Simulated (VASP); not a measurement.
# Se (R-3) in VASP: single point with PBE

Aim: the single point of Se with PBE.

Everything below comes from runs of VASP 6.6.1. Logs are shortened: lines on timing, memory, paths and dates and some standing lists are left out, and cuts for length are marked.

**1. The cell of the first run**

Symmetry: R-3, No. 148, trigonal system. The conventional cell has a = 11.048 Å, b = 11.048 Å, c = 5.618 Å, α = 90.00°, β = 90.00°, γ = 120.00°. Se (site symmetry 1) has 2 Se at 2.40 Å within 3.2 Å.

**2. Single point, PBE**

INCAR

```
PREC = Accurate
ENCUT = 520
EDIFF = 1E-7
ISMEAR = 0
SIGMA = 0.02
LREAL = F
LASPH = T
NELM = 80
ALGO = Normal
ISIF = 2
LWAVE = F
LCHARG = F
GGA = PE
NBANDS = 27
```

KPOINTS

```
regular mesh
0
Gamma
  6 6 6
```

POSCAR

```
Se
1.0
    5.5239698692      3.1892654910      1.8727498916
   -5.5239698692      3.1892654910      1.8727498916
    0.0000000000     -6.3785309820      1.8727498915
Se
6
Direct
    0.8617904324      0.7343348828      0.1144805641
    0.7343348828      0.1144805641      0.8617904324
    0.1144805641      0.8617904324      0.7343348828
    0.1382095676      0.2656651172      0.8855194359
    0.2656651172      0.8855194359      0.1382095676
    0.8855194359      0.1382095676      0.2656651172
```

Potentials or basis: VASP PAW PBE potentials, release 64 (Se).

Command:

```bash
$ cat potpaw_PBE.64/Se/POTCAR > POTCAR
$ mpirun -np 1 vasp_std > vasp.out
```

OUTCAR:

```text
PREC = Accurate
   ENCUT = 520
   EDIFF = 1E-7
   ISMEAR = 0
   LREAL = F
   LASPH = T
   NELM = 80
   ISIF = 2
   GGA = PE

 ion  position               nearest neighbor table
   1  0.862  0.734  0.114-   6 2.40   5 2.40
   2  0.734  0.114  0.862-   6 2.40   4 2.40
   3  0.114  0.862  0.734-   5 2.40   4 2.40
   4  0.138  0.266  0.886-   3 2.40   2 2.40
   5  0.266  0.886  0.138-   3 2.40   1 2.40
   6  0.886  0.138  0.266-   2 2.40   1 2.40

  LATTYP: Found a trigonal (rhomboedric) cell.
 ALAT       =     6.6477702761
 COS(alpha) =    -0.3809583841

  Lattice vectors:

 A1 = (   5.5239698692,   3.1892654910,   1.8727498916)
 A2 = (  -5.5239698692,   3.1892654910,   1.8727498916)
 A3 = (   0.0000000000,  -6.3785309820,   1.8727498915)

Analysis of symmetry for initial positions (statically):
=====================================================================
 Subroutine PRICEL returns:
 Original cell was already a primitive cell.

 Routine SETGRP: Setting up the symmetry group for a
 trigonal (rhombohedral) supercell.

 Subroutine GETGRP returns: Found  6 space group operations
 (whereof  6 operations were pure point group operations)
 out of a pool of 12 trial point group operations.

The static configuration has the point symmetry S_6 .

Analysis of symmetry for dynamics (positions and initial velocities):
=====================================================================
 Subroutine PRICEL returns:
 Original cell was already a primitive cell.

 Routine SETGRP: Setting up the symmetry group for a
 trigonal (rhombohedral) supercell.

 Subroutine GETGRP returns: Found  6 space group operations
 (whereof  6 operations were pure point group operations)
 out of a pool of 12 trial point group operations.

The dynamic configuration has the point symmetry S_6 .

 Subroutine INISYM returns: Found  6 space group operations
 (whereof  6 operations are pure point group operations),
 and found     1 'primitive' translations

----------------------------------------------------------------------------------------

                                     Primitive cell

  volume of cell :     197.9580

  direct lattice vectors                    reciprocal lattice vectors
     5.523969869  3.189265491  1.872749892     0.090514614  0.052258637  0.177991378
    -5.523969869  3.189265491  1.872749892    -0.090514614  0.052258637  0.177991378
     0.000000000 -6.378530982  1.872749892     0.000000000 -0.104517273  0.177991378

  length of vectors
     6.647770276  6.647770276  6.647770276     0.206409280  0.206409280  0.206409280

  position of ions in fractional coordinates (direct lattice)
     0.861790432  0.734334883  0.114480564
     0.734334883  0.114480564  0.861790432
     0.114480564  0.861790432  0.734334883
     0.138209568  0.265665117  0.885519436
     0.265665117  0.885519436  0.138209568
     0.885519436  0.138209568  0.265665117

  ion indices of the primitive-cell ions
   primitive index   ion index
                 1           1
                 2           2
                 3           3
                 4           4
                 5           5
                 6           6

----------------------------------------------------------------------------------------

 KPOINTS: regular mesh

Automatic generation of k-mesh.
 Grid dimensions read from file:
 generate k-points for:    6    6    6

 Generating k-lattice:

  Cartesian coordinates                     Fractional coordinates (reciprocal lattice)
     0.015085769  0.008709773  0.029665230     0.166666667  0.000000000 -0.000000000
    -0.015085769  0.008709773  0.029665230     0.000000000  0.166666667 -0.000000000
     0.000000000 -0.017419546  0.029665230    -0.000000000 -0.000000000  0.166666667

  Length of vectors
     0.034401547  0.034401547  0.034401547

  Shift w.r.t. Gamma in fractional coordinates (k-lattice)
     0.000000000  0.000000000  0.000000000

 Subroutine IBZKPT returns following result:
 ===========================================

 Found     40 irreducible k-points:

 Following reciprocal coordinates:
            Coordinates               Weight
  0.000000  0.000000  0.000000      1.000000
  0.166667 -0.000000  0.000000      6.000000
  0.333333 -0.000000  0.000000      6.000000
  0.500000 -0.000000  0.000000      3.000000
  0.166667  0.166667 -0.000000      6.000000
  0.333333  0.166667  0.000000      6.000000
[... 16 lines left out ...]
  0.333333  0.333333  0.166667      6.000000
  0.500000  0.333333  0.166667      6.000000
 [... further k-points ...]
   k-points           NKPTS =     40   k-points in BZ     NKDIM =     40   number of bands    NBANDS=     27
   number of dos      NEDOS =    301   number of ions     NIONS =      6
   total plane-waves  NPLWV = 125000
   dimension x,y,z NGX =    50 NGY =   50 NGZ =   50
   dimension x,y,z NGXF=   100 NGYF=  100 NGZF=  100
   ions per type =               6
   NGX,Y,Z   is equivalent  to a cutoff of  12.50, 12.50, 12.50 a.u.
   NGXF,Y,Z  is equivalent  to a cutoff of  25.01, 25.01, 25.01 a.u.
 SYSTEM =  unknown system
   PREC   = accura    normal or accurate (medium, high low for compatibility)
   ISTART =      0    job   : 0-new  1-cont  2-samecut
   ICHARG =      2    charge: 1-file 2-atom 10-const
   ISPIN  =      1    spin polarized calculation?
   LNONCOLLINEAR =      F non collinear calculations
   LSORBIT =      F    spin-orbit coupling
   LASPH  =      T    aspherical Exc in radial PAW
   ENCUT  =  520.0 eV  38.22 Ry    6.18 a.u.  12.36 12.36 12.36*2*pi/ulx,y,z
   NELM   =     80;   NELMIN=  2; NELMDL= -5     # of ELM steps
   EDIFF  = 0.1E-06   stopping-criterion for ELM
   LREAL  =      F    real-space projection
   EDIFFG = 0.1E-05   stopping-criterion for IOM
   NSW    =      0    number of steps for IOM
   IBRION =     -1    ionic relax: 0-MD 1-quasi-New 2-CG
   NFREE  =      0    steps in history (QN), initial steepest desc. (CG)
   ISIF   =      2    stress and relaxation
   ISYM   =      2    0-nonsym 1-usesym 2-fastsym
   POTIM  = 0.5000    time-step for ionic-motion
   TEBEG  =    0.0;   TEEND  =   0.0 temperature during run
   PSTRESS=    0.0 pullay stress
   NELECT =      36.0000    total number of electrons
   NUPDOWN=      -1.0000    fix difference up-down
   EMIN   =  10.00;   EMAX   =-10.00  energy-range for DOS
   EFERMI =   0.00;   METHOD = LEGACY
   ISMEAR =     0;   SIGMA  =   0.02  broadening in eV -4-tet -1-fermi 0-gaus
   EFERMI_NEDOS =   21; number of points for ismear=-14 and -15
   IALGO  =     38    algorithm
   IMIX   =      4    mixing-type and parameters
     AMIX     =   0.40;   BMIX     =  1.00
     AMIX_MAG =   1.60;   BMIX_MAG =  1.00
  volume/ion in A,a.u.               =      32.99       222.65
  Fermi-wavevector in a.u.,A,eV,Ry     =   0.927509  1.752737 11.704717  0.860272
  Thomas-Fermi vector in A             =   2.053586
   LORBIT       =      0    0 simple, 1 ext, 2 COOP (PROOUT), +10 PAW based schemes
   GGA     = PE    functional components
   LHFCALC =     F    Hartree Fock is set to
   AEXX    =    0.0000 exact exchange contribution
   IVDW    =     0    specifies the selected vdW correction
   LEPSILON=     F    determine dielectric tensor
   LRPA    =     F    only Hartree local field effects (RPA)
 non-spin polarized calculation
 Gauss-broadening in eV      SIGMA  =   0.02
  energy-cutoff  :      520.00
  volume of cell :      197.96
 maximum number of plane-waves:      5349
 NGX is ok and might be reduce to    50
   NGX = 25   NGY = 25   NGZ = 25

 number of electron      36.0000002 magnetization

 Free energy of the ion-electron system (eV)
  ---------------------------------------------------
  ext. energy  EPLUGINS =         0.00000000
  ---------------------------------------------------
  free energy    TOTEN  =       -20.89933449 eV

  energy without entropy =      -20.89933449  energy(sigma->0) =      -20.89933449

 E-fermi :   0.8582     XC(G=0):  -7.8416

 val. band max:        0.7617264853   @ k =   0.5000  -0.0000   0.0000
 cond. band min:       2.3334996667   @ k =  -0.3333   0.3333   0.1667
 fundamental gap:      1.5717731814
 Fermi energy:         0.8581769470

 k-point     1 :       0.0000    0.0000    0.0000
  band No.  band energies     occupation
      1     -14.3256      2.00000
      2     -12.7636      2.00000
      3     -12.7636      2.00000
      4     -10.5685      2.00000
      5     -10.5685      2.00000
      6      -9.2940      2.00000
[... 19 lines left out ...]
     26       7.3015      0.00000
     27       7.3015      0.00000

 k-point     2 :       0.1667   -0.0000    0.0000
  band No.  band energies     occupation
      1     -14.2857      2.00000
      2     -12.8358      2.00000
      3     -12.7687      2.00000
      4     -10.6181      2.00000
      5     -10.5039      2.00000
      6      -9.2606      2.00000
[... 19 lines left out ...]
     26       7.3402      0.00000
     27       7.4528      0.00000

 k-point     3 :       0.3333   -0.0000    0.0000
  band No.  band energies     occupation
      1     -14.1950      2.00000
      2     -12.9851      2.00000
      3     -12.7792      2.00000
      4     -10.7059      2.00000
      5     -10.3777      2.00000
      6      -9.2112      2.00000
[... 19 lines left out ...]
     26       7.4898      0.00000
     27       7.8425      0.00000

 k-point     4 :       0.5000   -0.0000    0.0000
  band No.  band energies     occupation
      1     -14.1420      2.00000
      2     -13.0650      2.00000
      3     -12.7846      2.00000
      4     -10.7454      2.00000
      5     -10.3153      2.00000
      6      -9.1942      2.00000
[... 19 lines left out ...]
     26       7.7516      0.00000
     27       8.1656      0.00000
[... 516 lines left out ...]
      4     -10.6215      2.00000
      5     -10.5448      2.00000
      6      -9.1295      2.00000
[... 19 lines left out ...]
     26       7.3042      0.00000
     27       7.6760      0.00000

 k-point    23 :       0.3333    0.3333    0.1667
  band No.  band energies     occupation
      1     -14.0293      2.00000
      2     -13.1342      2.00000
      3     -12.9640      2.00000
      4     -10.6256      2.00000
      5     -10.4044      2.00000
      6      -9.0394      2.00000
[... 19 lines left out ...]
     26       7.3471      0.00000
     27       7.5088      0.00000

 k-point    24 :       0.5000    0.3333    0.1667
  band No.  band energies     occupation
      1     -14.0258      2.00000
      2     -13.1620      2.00000
      3     -12.9290      2.00000
      4     -10.7196      2.00000
      5     -10.4144      2.00000
      6      -8.9139      2.00000
[... 19 lines left out ...]
     26       7.2380      0.00000
     27       7.5977      0.00000

 [... further k-points ...]
[... 5 lines left out ...]
  --------------------------------------------------------------------------------------
  -------------------------------------------------------------------------------------
  Total        0.1448729      0.1448729      0.0910379     -0.0000002      0.0000000      0.0000000
  in kB        1.1725317      1.1725317      0.7368172     -0.0000020      0.0000000      0.0000000
  external PRESSURE =       1.0272935 kB  Pullay stress =       0.0000000 kB

 VOLUME and BASIS-vectors are now :
 -----------------------------------------------------------------------------
  energy-cutoff  :      520.00
  volume of cell :      197.96
      direct lattice vectors                 reciprocal lattice vectors
     5.523969869  3.189265491  1.872749892     0.090514614  0.052258637  0.177991378
    -5.523969869  3.189265491  1.872749892    -0.090514614  0.052258637  0.177991378
     0.000000000 -6.378530982  1.872749892     0.000000000 -0.104517273  0.177991378

 POSITION                                       TOTAL-FORCE (eV/Angst)
 -----------------------------------------------------------------------------------
      0.70406      4.36025      3.20354         0.006440     -0.018735     -0.025823
      3.42406     -2.78986      3.20354        -0.019445      0.003791     -0.025823
     -4.12812     -1.57039      3.20354         0.013005      0.014944     -0.025823
     -0.70406     -4.36025      2.41471        -0.006440      0.018735      0.025823
     -3.42406      2.78986      2.41471         0.019445     -0.003791      0.025823
      4.12812      1.57039      2.41471        -0.013005     -0.014944      0.025823
 -----------------------------------------------------------------------------------
    total drift:                               -0.000000      0.000000      0.000000

  FREE ENERGIE OF THE ION-ELECTRON SYSTEM (eV)
  ---------------------------------------------------
  free  energy   TOTEN  =       -20.8993344869 eV

  energy  without entropy=      -20.8993344869  energy(sigma->0) =      -20.89933449
```

It took 3.4 min on 1 thread of Intel Xeon 6975P-C (Granite Rapids), shared host; peak memory 0.39 GiB.

Results:

* Free energy: -20.8993 eV
* Pressure: 0.1 GPa
* Largest force: 0.033 eV/Å
* Band gap on the k mesh: 1.57 eV (least direct gap 1.65 eV)

Forces in eV/Å, atoms in the order of the input:
```
Se   0.006 -0.019 -0.026
Se  -0.019  0.004 -0.026
Se   0.013  0.015 -0.026
Se  -0.006  0.019  0.026
Se   0.019 -0.004  0.026
Se  -0.013 -0.015  0.026
```

Caveat: this functional lacks dispersion, which holds the molecules together, so the pressure and a relaxed volume are unreliable. A k mesh can miss the band edges.
